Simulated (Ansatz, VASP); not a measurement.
Te2Mo: VASP beside Ansatz

File INCAR:

```
  PREC = Accurate
  ENCUT = 520
  EDIFF = 1E-7
  ISMEAR = -1
  SIGMA = 0.05
  LREAL = F
  LASPH = T
  NELM = 60
  ALGO = Normal
  ISIF = 2
  LWAVE = F
  LCHARG = F
  NBANDS = 35
```

KPOINTS

```
regular mesh
0
Gamma
  9 9 2
```

File POSCAR:

```
Te2Mo
1.0
    3.6072443703      0.0000000000      0.0000000000
   -1.8036221851      3.1239652623      0.0000000000
    0.0000000000      0.0000000000     25.1377638212
Te Mo
4 2
Direct
    0.3333333333      0.6666666667      0.2236394800
    0.6666666667      0.3333333333      0.9206288600
    0.6666666667      0.3333333333      0.7763605200
    0.3333333333      0.6666666667      0.0793711400
    0.6666666667      0.3333333333      0.1515414900
    0.3333333333      0.6666666667      0.8484585100
```

input.yaml

```yaml
crystal:
  lattice:
    - [3.6072443703, 0.0, 0.0]
    - [-1.8036221851, 3.1239652623, 0.0]
    - [0.0, 0.0, 25.1377638212]
  atoms:
    - { symbol: Te, position: [0.3333333333, 0.6666666667, 0.22363948] }
    - { symbol: Te, position: [0.6666666667, 0.3333333333, 0.92062886] }
    - { symbol: Te, position: [0.6666666667, 0.3333333333, 0.77636052] }
    - { symbol: Te, position: [0.3333333333, 0.6666666667, 0.07937114] }
    - { symbol: Mo, position: [0.6666666667, 0.3333333333, 0.15154149] }
    - { symbol: Mo, position: [0.3333333333, 0.6666666667, 0.84845851] }
kpoints:
  mp_grid: { grid: [9, 9, 2] }
scf:
  occupations: { method: fermi_dirac, width: 0.05 }
hamiltonian:
  xc: lda
  pseudopotentials: { kind: all_electron, lapw: { basis_error: 0.002 } }
output:
  forces: true
  stress: true
  eigenvalues: true
```

Change from the starting cell: volume scaled by 1.04.

Alike in both runs: task single point; functional LDA; k mesh 9 × 9 × 2; occupations fermi-dirac, width 0.05 eV; no spin polarisation.

|  | VASP | Ansatz |
| --- | --- | --- |
| version | VASP 6.6.1 | Ansatz 0.2.0 |
| potentials or method | VASP PAW LDA potentials, release 64 (Te, Mo_sv), cutoff 520 eV | all-electron LAPW, scalar-relativistic |

Ansatz gave:

| Item | Value |
| --- | --- |
| gap on the k mesh at the Fermi level (eV) | 0.96 |
| least direct gap on the mesh (eV) | 0.96 |
| rms of the force components (eV/Å) | 0.405 |

Q: What did VASP give for the same quantities?

A: gap on the k mesh at the Fermi level (eV): 0.96; least direct gap on the mesh (eV): 0.96; rms of the force components (eV/Å): 0.385.

LDA's correlation is that of Perdew and Zunger in VASP and of Perdew and Wang (1992) in Ansatz. Atom by atom the forces differ by 0.020 eV/Å (rms over components). Ansatz ran all-electron here, and VASP with PAW potentials.

Neither program's run includes spin-orbit coupling.
